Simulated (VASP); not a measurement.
# Sm3O (P6/mmm) in VASP: notebook, part 2 of 2

VASP 6.6.1. Earlier steps stand in the parts before.

## Step 3: Single point, PBE

This run uses another cell than the first one, of 25.90 Å³/atom.

Contents of INCAR:

```
SYSTEM = Sm3O
PREC     = Accurate       ! precision mode
ENCUT    = 600            ! plane-wave cutoff, eV
EDIFF    = 1E-6           ! SCF threshold, eV
ISMEAR   = 0              ! smearing method
SIGMA    = 0.1            ! smearing width, eV
LREAL    = .False.        ! projectors in reciprocal space
LASPH    = .True.         ! aspherical terms in the spheres
NELM     = 200            ! most SCF steps
ALGO     = Normal         ! electronic algorithm
ISIF     = 2              ! what is computed and relaxed
LWAVE    = .False.        ! write WAVECAR
LCHARG   = .False.        ! write CHGCAR
GGA      = PE             ! functional
NBANDS   = 28             ! bands
GGA_COMPAT= .False.      
LMAXMIX  = 6              ! l up to which the mixer works
```

Contents of KPOINTS:

```
Automatic mesh
0
Gamma
  6 6 4
  0 0 0
```

Contents of POSCAR:

```
Sm3O
1.0
    5.3419428700      0.0000000000      0.0000000000
   -2.6709714300      4.6262582300      0.0000000000
    0.0000000000      0.0000000000      4.1920302700
Sm O
3 1
Direct
    0.5000000000      0.0000000000      0.0000000000
    0.0000000000      0.5000000000      0.0000000000
    0.5000000000      0.5000000000      0.0000000000
    0.0000000000      0.0000000000      0.0000000000
```

Potentials or basis: VASP PAW PBE potentials, release 64 (Sm_3, O), 4f in core.

Run with:

```console
$ cat potpaw_PBE.64/Sm_3/POTCAR potpaw_PBE.64/O/POTCAR > POTCAR
$ mpirun -np 1 vasp_std > vasp.out
```

OUTCAR:

```text
SYSTEM = Sm3O
   PREC = Accurate
   ENCUT = 600
   EDIFF = 1E-6
   ISMEAR = 0
   LREAL = .False.
   LASPH = .True.
   NELM = 200
   ISIF = 2
   GGA = PE

 ion  position               nearest neighbor table
   1  0.500  0.000  0.000-   3 2.67   3 2.67   4 2.67   4 2.67   2 2.67   2 2.67
   2  0.000  0.500  0.000-   4 2.67   4 2.67   3 2.67   3 2.67   1 2.67   1 2.67
   3  0.500  0.500  0.000-   1 2.67   1 2.67   2 2.67   2 2.67   4 2.67   4 2.67
   4  0.000  0.000  0.000-   2 2.67   2 2.67   1 2.67   1 2.67   3 2.67   3 2.67

  LATTYP: Found a hexagonal cell.
[... 846 lines left out ...]
  --------------------------------------------------------------------------------------
  -------------------------------------------------------------------------------------
  Total       13.9821927     13.9821927     -3.1111983      0.0000000     -0.0000000     -0.0000000
  in kB      216.2381649    216.2381648    -48.1154730      0.0000002     -0.0000000     -0.0000000
  external PRESSURE =     128.1202855 kB  Pullay stress =       0.0000000 kB

 VOLUME and BASIS-vectors are now :
 -----------------------------------------------------------------------------
  energy-cutoff  :      600.00
  volume of cell :      103.60
      direct lattice vectors                 reciprocal lattice vectors
     5.341942870  0.000000000  0.000000000     0.187197809  0.108078705  0.000000000
    -2.670971430  4.626258230  0.000000000     0.000000000  0.216157411  0.000000000
     0.000000000  0.000000000  4.192030270     0.000000000  0.000000000  0.238547896

 POSITION                                       TOTAL-FORCE (eV/Angst)
 -----------------------------------------------------------------------------------
      2.67097      0.00000      0.00000         0.000000      0.000000      0.000000
     -1.33549      2.31313      0.00000         0.000000      0.000000      0.000000
      1.33549      2.31313      0.00000        -0.000000      0.000000      0.000000
      0.00000      0.00000      0.00000         0.000000      0.000000      0.000000
 -----------------------------------------------------------------------------------
    total drift:                               -0.000000      0.000000      0.000000

  FREE ENERGIE OF THE ION-ELECTRON SYSTEM (eV)
  ---------------------------------------------------
  free  energy   TOTEN  =       -17.1045349228 eV

  energy  without entropy=      -17.0833462597  energy(sigma->0) =      -17.09394059
```

Wall time 65 s (1 thread of Intel Xeon Platinum 8375C at 2.90GHz (Ice Lake), shared host); peak memory 0.3 GiB.

Results:

```
Free energy            : -17.1045 eV
Pressure               : 12.8 GPa
Band gap on the k mesh : zero (an odd number of electrons rules out a gap without spin polarisation)
```

Caveat: the k points lie up to 0.37 Å⁻¹ apart, too coarse for converged energies and pressures of a metal; spin-orbit coupling is left out, which moves the levels of the heavy elements; the 4f electrons are frozen in the core, so they carry no moment and show no levels; an odd number of electrons without spin polarisation forces a metal; a magnetic or distorted state may lie lower; the run has no spin polarisation, though such a crystal can be magnetic.

## Step 4: Single point, PBE

This run uses another cell than the first one, of 26.72 Å³/atom.

Contents of INCAR:

```
SYSTEM = Sm3O
PREC     = Accurate       ! precision mode
ENCUT    = 600            ! plane-wave cutoff, eV
EDIFF    = 1E-6           ! SCF threshold, eV
ISMEAR   = 0              ! smearing method
SIGMA    = 0.1            ! smearing width, eV
LREAL    = .FALSE.        ! projectors in reciprocal space
LASPH    = .TRUE.         ! aspherical terms in the spheres
NELM     = 200            ! most SCF steps
ALGO     = Normal         ! electronic algorithm
ISIF     = 2              ! what is computed and relaxed
LWAVE    = .FALSE.        ! write WAVECAR
LCHARG   = .FALSE.        ! write CHGCAR
GGA      = PE             ! functional
NBANDS   = 28             ! bands
GGA_COMPAT= .FALSE.      
LMAXMIX  = 6              ! l up to which the mixer works
```

Contents of KPOINTS:

```
Automatic mesh
0
G
  6 6 4
  0 0 0
```

Contents of POSCAR:

```
Sm3O
1.0
    5.8441526217     -0.0000000032      0.0000000000
   -2.9220763081      5.0611846355      0.0000000000
    0.0000000000      0.0000000000      3.6132696505
Sm O
3 1
Direct
    0.5000000000      0.0000000000      0.0000000000
    0.0000000000      0.5000000000      0.0000000000
    0.5000000000      0.5000000000      0.0000000000
    0.0000000000      0.0000000000      0.0000000000
```

Run with:

```console
$ cat potpaw_PBE.64/Sm_3/POTCAR potpaw_PBE.64/O/POTCAR > POTCAR
$ mpirun -np 1 vasp_std > vasp.out
```

Wall time 57 s (1 thread of Intel Xeon Platinum 8375C at 2.90GHz (Ice Lake), shared host); peak memory 0.27 GiB.

The run converged. Its results:

```yaml
Free_energy: -18.5552 eV
Pressure: 0.4 GPa
Band_gap_on_the_k_mesh: zero (an odd number of electrons rules out a gap without spin polarisation)
```

Stress tensor (GPa, compression positive):
```
0.50 0.00 0.00
0.00 0.50 0.00
0.00 0.00 0.13
```

Levels at points of the mesh, in eV from the Fermi level:
```csv
k point,band 16,band 17,band 18,band 19,band 20,band 21,band 22,band 23
"(0.00, 0.00, 0.00)",-2.65,-1.97,-1.61,-0.95,-0.95,0.27,0.54,0.70
"(0.50, 0.00, 0.00)",-2.04,-1.73,-1.13,-0.81,0.50,1.23,1.33,1.78
"(0.00, 0.00, 0.50)",-2.47,-2.47,-2.28,-0.73,-0.73,-0.52,-0.52,1.14
"(0.50, 0.00, 0.50)",-2.80,-1.72,-0.79,-0.39,0.52,0.60,1.69,1.69
```

Caveat: the k points lie up to 0.43 Å⁻¹ apart, too coarse for converged energies and pressures of a metal; spin-orbit coupling is left out, which moves the levels of the heavy elements; the 4f electrons are frozen in the core, so they carry no moment and show no levels; an odd number of electrons without spin polarisation forces a metal; a magnetic or distorted state may lie lower; the run has no spin polarisation, though such a crystal can be magnetic.

## Step 5: The runs side by side

| cell | k mesh | gap on the mesh (eV) | pressure (GPa) |
| --- | --- | --- | --- |
| a = 5.872, b = 5.872, c = 3.485 Å, angles 90.0, 90.0, 120.0°, 4 atoms | 3 × 3 × 6 | none | 0.2 |
| a = 5.342, b = 5.342, c = 4.192 Å, angles 90.0, 90.0, 120.0°, 4 atoms | 6 × 6 × 4 | none | 12.8 |
| a = 5.844, b = 5.844, c = 3.613 Å, angles 90.0, 90.0, 120.0°, 4 atoms | 6 × 6 × 4 | none | 0.4 |

Alike in all rows: task single point; level PBE; potentials or basis VASP PAW PBE potentials, release 64 (Sm_3, O), 4f in core; no spin polarisation; cutoff (eV) 600; smearing gaussian 0.1 eV.

Caveats: all runs use coarse meshes; spin-orbit coupling is left out, which moves the levels of the heavy elements; the 4f electrons are frozen in the core, so they carry no moment and show no levels; an odd number of electrons without spin polarisation forces a metal; a magnetic or distorted state may lie lower; the run has no spin polarisation, though such a crystal can be magnetic.

Total energies depend on the potentials used, so only differences within one code and one set of settings carry meaning.
